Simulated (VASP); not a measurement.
Input of a VASP 6.6.1 run:

Contents of INCAR:

```
SYSTEM = Tl
PREC = Accurate ; ENCUT = 520
EDIFF = 1E-6 ; ISMEAR = -1
SIGMA = 0.1 ; LREAL = .FALSE.
LASPH = .TRUE. ; NELM = 60
ALGO = Normal ; ISIF = 2
LWAVE = .FALSE. ; LCHARG = .FALSE.
NBANDS = 12
```

File KPOINTS:

```
Automatic mesh
0
G
  10 10 10
  0 0 0
```

The input POSCAR:

```
Tl
1.0
    3.0842140762      0.0000000000      0.0000000000
    0.0000000000      3.0842140762      0.0000000000
    0.0000000000      0.0000000000      3.0842140762
Tl
1
Direct
    0.0000000000      0.0000000000      0.0000000000
```

Potentials or basis: VASP PAW LDA potentials, release 64 (Tl_d).

Command:

```sh
$ cat potpaw_LDA.64/Tl_d/POTCAR > POTCAR
$ mpirun -np 1 vasp_std > vasp.out
```

**Question.** What does it give for the pressure?

**Answer.** 0.1 GPa.
